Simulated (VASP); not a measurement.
# TiO2 (P4_2/mnm) in VASP: single point with PBE

Aim: the single point of TiO2 with PBE.

Everything below comes from runs of VASP 6.6.1. Logs are shortened: lines on timing, memory, paths and dates and some standing lists are left out, and cuts for length are marked.

## Step 1: The cell of the first run

The structure is tetragonal, space group P4_2/mnm (No. 136). Conventional cell: a = 4.603 Å, b = 4.603 Å, c = 2.966 Å, α = 90.00°, β = 90.00°, γ = 90.00°. Within 2.6 Å of Ti (site symmetry mmm) lie 6 O at 1.95 to 1.98 Å. O (site symmetry m2m) has 3 Ti at 1.95 to 1.98 Å and 1 O at 2.55 Å within 2.6 Å.

## Step 2: Single point, PBE

INCAR reads:

```
SYSTEM = TiO2
PREC = Accurate ; ENCUT = 520
EDIFF = 1E-6 ; ISMEAR = -1
SIGMA = 0.03 ; LREAL = .FALSE.
LASPH = .TRUE. ; NELM = 100
ALGO = Normal ; ISIF = 2
LWAVE = .FALSE. ; LCHARG = .FALSE.
GGA = PE ; NBANDS = 33
```

KPOINTS reads:

```
Automatic mesh
0
G
  4 4 6
  0 0 0
```

POSCAR reads:

```
TiO2
1.0
    4.6030000000      0.0000000000      0.0000000000
    0.0000000000      4.6030000000      0.0000000000
    0.0000000000      0.0000000000      2.9660000000
Ti O
2 4
Direct
    0.0000000000      0.0000000000      0.0000000000
    0.5000000000      0.5000000000      0.5000000000
    0.3045000000      0.3045000000      0.0000000000
    0.1955000000      0.8045000000      0.5000000000
    0.6955000000      0.6955000000      0.0000000000
    0.8045000000      0.1955000000      0.5000000000
```

Potentials or basis: VASP PAW PBE potentials, release 64 (Ti_sv, O).

On the command line:

```console
$ cat potpaw_PBE.64/Ti_sv/POTCAR potpaw_PBE.64/O/POTCAR > POTCAR
$ mpirun -np 1 vasp_std > vasp.out
```

OUTCAR:

```text
SYSTEM = TiO2
   PREC = Accurate
   ENCUT = 520
   EDIFF = 1E-6
   ISMEAR = -1
   LREAL = .FALSE.
   LASPH = .TRUE.
   NELM = 100
   ISIF = 2
   GGA = PE

 ion  position               nearest neighbor table
   1  0.000  0.000  0.000-   4 1.95   6 1.95   4 1.95   6 1.95   5 1.98   3 1.98
   2  0.500  0.500  0.500-   3 1.95   5 1.95   3 1.95   5 1.95   4 1.98   6 1.98
   3  0.304  0.304  0.000-   2 1.95   2 1.95   1 1.98
   4  0.196  0.804  0.500-   1 1.95   1 1.95   2 1.98
   5  0.696  0.696  0.000-   2 1.95   2 1.95   1 1.98
   6  0.804  0.196  0.500-   1 1.95   1 1.95   2 1.98

  LATTYP: Found a simple tetragonal cell.
 ALAT       =     4.6030000000
 C/A-ratio  =     0.6443623724

  Lattice vectors:

 A1 = (   4.6030000000,   0.0000000000,   0.0000000000)
 A2 = (   0.0000000000,   4.6030000000,   0.0000000000)
 A3 = (   0.0000000000,   0.0000000000,   2.9660000000)

Analysis of symmetry for initial positions (statically):
=====================================================================
 Subroutine PRICEL returns:
 Original cell was already a primitive cell.

 Routine SETGRP: Setting up the symmetry group for a
 simple tetragonal supercell.

 Subroutine GETGRP returns: Found 16 space group operations
 (whereof  8 operations were pure point group operations)
 out of a pool of 16 trial point group operations.

The static configuration has the point symmetry D_2h.
 The point group associated with its full space group is D_4h.

Analysis of symmetry for dynamics (positions and initial velocities):
=====================================================================
 Subroutine PRICEL returns:
 Original cell was already a primitive cell.

 Routine SETGRP: Setting up the symmetry group for a
 simple tetragonal supercell.

 Subroutine GETGRP returns: Found 16 space group operations
 (whereof  8 operations were pure point group operations)
 out of a pool of 16 trial point group operations.

The dynamic configuration has the point symmetry D_2h.
 The point group associated with its full space group is D_4h.

 Subroutine INISYM returns: Found 16 space group operations
 (whereof  8 operations are pure point group operations),
 and found     1 'primitive' translations

----------------------------------------------------------------------------------------

                                     Primitive cell

  volume of cell :      62.8424

  direct lattice vectors                    reciprocal lattice vectors
     4.603000000  0.000000000  0.000000000     0.217249620  0.000000000  0.000000000
     0.000000000  4.603000000  0.000000000     0.000000000  0.217249620  0.000000000
     0.000000000  0.000000000  2.966000000     0.000000000  0.000000000  0.337154417

  length of vectors
     4.603000000  4.603000000  2.966000000     0.217249620  0.217249620  0.337154417

  position of ions in fractional coordinates (direct lattice)
     0.000000000  0.000000000  0.000000000
     0.500000000  0.500000000  0.500000000
     0.304500000  0.304500000  0.000000000
     0.195500000  0.804500000  0.500000000
     0.695500000  0.695500000  0.000000000
     0.804500000  0.195500000  0.500000000

  ion indices of the primitive-cell ions
   primitive index   ion index
                 1           1
                 2           2
                 3           3
                 4           4
                 5           5
                 6           6

----------------------------------------------------------------------------------------

 KPOINTS: Automatic mesh

Automatic generation of k-mesh.
 Grid dimensions read from file:
 generate k-points for:    4    4    6

 Generating k-lattice:

  Cartesian coordinates                     Fractional coordinates (reciprocal lattice)
     0.054312405  0.000000000  0.000000000     0.250000000  0.000000000  0.000000000
     0.000000000  0.054312405  0.000000000     0.000000000  0.250000000  0.000000000
     0.000000000  0.000000000  0.056192403     0.000000000  0.000000000  0.166666667

  Length of vectors
     0.054312405  0.054312405  0.056192403

  Shift w.r.t. Gamma in fractional coordinates (k-lattice)
     0.000000000  0.000000000  0.000000000

 Subroutine IBZKPT returns following result:
 ===========================================

 Found     24 irreducible k-points:

 Following reciprocal coordinates:
            Coordinates               Weight
  0.000000  0.000000  0.000000      1.000000
  0.250000  0.000000  0.000000      4.000000
  0.500000  0.000000  0.000000      2.000000
  0.250000  0.250000  0.000000      4.000000
  0.500000  0.250000  0.000000      4.000000
  0.500000  0.500000  0.000000      1.000000
[... 16 lines left out ...]
  0.500000  0.250000  0.500000      4.000000
  0.500000  0.500000  0.500000      1.000000
   k-points           NKPTS =     24   k-points in BZ     NKDIM =     24   number of bands    NBANDS=     33
   number of dos      NEDOS =    301   number of ions     NIONS =      6
   total plane-waves  NPLWV =  31104
   dimension x,y,z NGX =    36 NGY =   36 NGZ =   24
   dimension x,y,z NGXF=    72 NGYF=   72 NGZF=   48
   ions per type =               2   4
   NGX,Y,Z   is equivalent  to a cutoff of  13.00, 13.00, 13.45 a.u.
   NGXF,Y,Z  is equivalent  to a cutoff of  26.00, 26.00, 26.90 a.u.
 SYSTEM =  TiO2
   PREC   = accura    normal or accurate (medium, high low for compatibility)
   ISTART =      0    job   : 0-new  1-cont  2-samecut
   ICHARG =      2    charge: 1-file 2-atom 10-const
   ISPIN  =      1    spin polarized calculation?
   LNONCOLLINEAR =      F non collinear calculations
   LSORBIT =      F    spin-orbit coupling
   LASPH  =      T    aspherical Exc in radial PAW
   ENCUT  =  520.0 eV  38.22 Ry    6.18 a.u.   8.56  8.56  5.51*2*pi/ulx,y,z
   NELM   =    100;   NELMIN=  2; NELMDL= -5     # of ELM steps
   EDIFF  = 0.1E-05   stopping-criterion for ELM
   LREAL  =      F    real-space projection
   EDIFFG = 0.1E-04   stopping-criterion for IOM
   NSW    =      0    number of steps for IOM
   IBRION =     -1    ionic relax: 0-MD 1-quasi-New 2-CG
   NFREE  =      0    steps in history (QN), initial steepest desc. (CG)
   ISIF   =      2    stress and relaxation
   ISYM   =      2    0-nonsym 1-usesym 2-fastsym
   POTIM  = 0.5000    time-step for ionic-motion
   TEBEG  =    0.0;   TEEND  =   0.0 temperature during run
   PSTRESS=    0.0 pullay stress
   NELECT =      48.0000    total number of electrons
   NUPDOWN=      -1.0000    fix difference up-down
   EMIN   =  10.00;   EMAX   =-10.00  energy-range for DOS
   EFERMI =   0.00;   METHOD = LEGACY
   ISMEAR =    -1;   SIGMA  =   0.03  broadening in eV -4-tet -1-fermi 0-gaus
   EFERMI_NEDOS =   21; number of points for ismear=-14 and -15
   IALGO  =     38    algorithm
   IMIX   =      4    mixing-type and parameters
     AMIX     =   0.40;   BMIX     =  1.00
     AMIX_MAG =   1.60;   BMIX_MAG =  1.00
  volume/ion in A,a.u.               =      10.47        70.68
  Fermi-wavevector in a.u.,A,eV,Ry     =   1.496480  2.827937 30.469594  2.239452
  Thomas-Fermi vector in A             =   2.608491
   LORBIT       =      0    0 simple, 1 ext, 2 COOP (PROOUT), +10 PAW based schemes
   GGA     = PE    functional components
   LHFCALC =     F    Hartree Fock is set to
   AEXX    =    0.0000 exact exchange contribution
   IVDW    =     0    specifies the selected vdW correction
   LEPSILON=     F    determine dielectric tensor
   LRPA    =     F    only Hartree local field effects (RPA)
 non-spin polarized calculation
  energy-cutoff  :      520.00
  volume of cell :       62.84
 maximum number of plane-waves:      1720
 NGX is ok and might be reduce to    36
   NGX = 17   NGY = 17   NGZ = 11

 number of electron      48.0000023 magnetization

 Free energy of the ion-electron system (eV)
  ---------------------------------------------------
  ext. energy  EPLUGINS =         0.00000000
  ---------------------------------------------------
  free energy    TOTEN  =       -53.65773678 eV

  energy without entropy =      -53.65773678  energy(sigma->0) =      -53.65773678

 E-fermi :   5.4185     XC(G=0): -11.3783

 val. band max:        4.7932073689   @ k =   0.0000   0.0000   0.0000
 cond. band min:       6.6267233979   @ k =   0.0000   0.0000   0.0000
 fundamental gap:      1.8335160290
 Fermi energy:         5.4185397889

 k-point     1 :       0.0000    0.0000    0.0000
  band No.  band energies     occupation
      1     -52.1626      2.00000
      2     -52.1460      2.00000
      3     -28.4638      2.00000
      4     -28.4638      2.00000
      5     -28.3031      2.00000
      6     -28.3031      2.00000
[... 25 lines left out ...]
     32      11.3165      0.00000
     33      11.3183      0.00000

 k-point     2 :       0.2500    0.0000    0.0000
  band No.  band energies     occupation
      1     -52.1601      2.00000
      2     -52.1484      2.00000
      3     -28.4452      2.00000
      4     -28.4437      2.00000
      5     -28.3253      2.00000
      6     -28.3237      2.00000
[... 25 lines left out ...]
     32      11.1303      0.00000
     33      11.1674      0.00000

 k-point     3 :       0.5000    0.0000    0.0000
  band No.  band energies     occupation
      1     -52.1543      2.00000
      2     -52.1543      2.00000
      3     -28.4126      2.00000
      4     -28.4126      2.00000
      5     -28.3583      2.00000
      6     -28.3583      2.00000
[... 25 lines left out ...]
     32      10.8141      0.00000
     33      10.9610      0.00000

 k-point     4 :       0.2500    0.2500    0.0000
  band No.  band energies     occupation
      1     -52.1584      2.00000
      2     -52.1501      2.00000
      3     -28.4698      2.00000
      4     -28.4131      2.00000
      5     -28.3579      2.00000
      6     -28.2994      2.00000
[... 673 lines left out ...]
     32      10.5818      0.00000
     33      10.7056      0.00000

 k-point    23 :       0.5000    0.2500    0.5000
  band No.  band energies     occupation
      1     -52.1154      2.00000
      2     -52.1154      2.00000
      3     -28.6862      2.00000
      4     -28.6862      2.00000
      5     -28.3200      2.00000
      6     -28.3200      2.00000
[... 25 lines left out ...]
     32       9.9241      0.00000
     33      11.4731      0.00000

 k-point    24 :       0.5000    0.5000    0.5000
  band No.  band energies     occupation
      1     -52.1154      2.00000
      2     -52.1154      2.00000
      3     -28.6803      2.00000
      4     -28.6803      2.00000
      5     -28.3260      2.00000
      6     -28.3260      2.00000
[... 25 lines left out ...]
     32      10.6415      0.00000
     33      10.6918      0.00000

------------------------ aborting loop because EDIFF is reached ----------------------------------------

  FORCE on cell =-STRESS in cart. coord.  units (eV):
  Direction    XX          YY          ZZ          XY          YZ          ZX
  --------------------------------------------------------------------------------------
  -------------------------------------------------------------------------------------
  Total        1.7137678      1.7137678      1.2766611      0.0000000      0.0000000      0.0000000
  in kB       43.6927579     43.6927579     32.5486590      0.0000000      0.0000000      0.0000000
  external PRESSURE =      39.9780583 kB  Pullay stress =       0.0000000 kB

 VOLUME and BASIS-vectors are now :
 -----------------------------------------------------------------------------
  energy-cutoff  :      520.00
  volume of cell :       62.84
      direct lattice vectors                 reciprocal lattice vectors
     4.603000000  0.000000000  0.000000000     0.217249620  0.000000000  0.000000000
     0.000000000  4.603000000  0.000000000     0.000000000  0.217249620  0.000000000
     0.000000000  0.000000000  2.966000000     0.000000000  0.000000000  0.337154417

 POSITION                                       TOTAL-FORCE (eV/Angst)
 -----------------------------------------------------------------------------------
      0.00000      0.00000      0.00000         0.000000     -0.000000      0.000000
      2.30150      2.30150      1.48300         0.000000     -0.000000      0.000000
      1.40161      1.40161      0.00000        -0.018399     -0.018399      0.000000
      0.89989      3.70311      1.48300         0.018399     -0.018399      0.000000
      3.20139      3.20139      0.00000         0.018399      0.018399     -0.000000
      3.70311      0.89989      1.48300        -0.018399      0.018399     -0.000000
 -----------------------------------------------------------------------------------
    total drift:                                0.000000      0.000000      0.000000

  FREE ENERGIE OF THE ION-ELECTRON SYSTEM (eV)
  ---------------------------------------------------
  free  energy   TOTEN  =       -53.6577367782 eV

  energy  without entropy=      -53.6577367782  energy(sigma->0) =      -53.65773678
```

Wall time 24 s (1 thread of Intel Xeon 6975P-C (Granite Rapids), shared host); peak memory 0.19 GiB.

Results:

| Item | Value |
| --- | --- |
| Free energy | -53.6577 eV |
| Pressure | 4.0 GPa |
| Largest force | 0.026 eV/Å |
| Band gap on the k mesh | 1.83 eV, direct |

Forces on the atoms (eV/Å):
```
Ti   0.000  0.000  0.000
Ti   0.000  0.000  0.000
O   -0.018 -0.018  0.000
O    0.018 -0.018  0.000
O    0.018  0.018  0.000
O   -0.018  0.018  0.000
```

A k mesh can miss the band edges. As with any semilocal functional, this PBE gap is likely too small.
